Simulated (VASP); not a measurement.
Wanted: the native input for a VASP 6.6.1 run.

```
Task                   : single point
Functional             : PBE
Potentials or basis    : VASP PAW PBE potentials, release 64 (Be, S)
Cutoff                 : 600 eV
k mesh                 : 8 × 8 × 8
Occupations            : gaussian, width 0.01 eV
Spin                   : no spin polarisation
Dipole correction      : no
Further INCAR settings : ALGO = Normal; EDIFF = 1e-06; NBANDS = 11
```

The structure of BeS lies in POSCAR:

```
BeS
1.0
    0.0000000000      2.4380644881      2.4380644881
    2.4380644881      0.0000000000      2.4380644881
    2.4380644881      2.4380644881      0.0000000000
Be S
1 1
Direct
    0.5000000000      0.5000000000      0.5000000000
    0.2500000000      0.2500000000      0.2500000000
```

The input as run:

INCAR

```
PREC = Accurate
ENCUT = 600
EDIFF = 1E-6
ISMEAR = 0
SIGMA = 0.01
LREAL = False
LASPH = True
NELM = 120
ALGO = Normal
ISIF = 2
LWAVE = False
LCHARG = False
GGA = PE
NBANDS = 11
GGA_COMPAT = False
```

KPOINTS

```
regular mesh
0
Gamma
  8 8 8
```

Potentials or basis: VASP PAW PBE potentials, release 64 (Be, S).

The run is started by

```console
$ cat potpaw_PBE.64/Be/POTCAR potpaw_PBE.64/S/POTCAR > POTCAR
$ mpirun -np 1 vasp_std > vasp.out
```

Results of the run:

The pressure is 0.0 GPa and the band gap on the k mesh is 3.15 eV, indirect (least direct gap 5.68 eV).

It took 9.9 s on 1 thread of Intel(R) Xeon(R) Platinum 8259CL CPU @ 2.50GHz (Skylake/Cascade Lake), with other jobs on the host, peak memory 0.15 GiB.
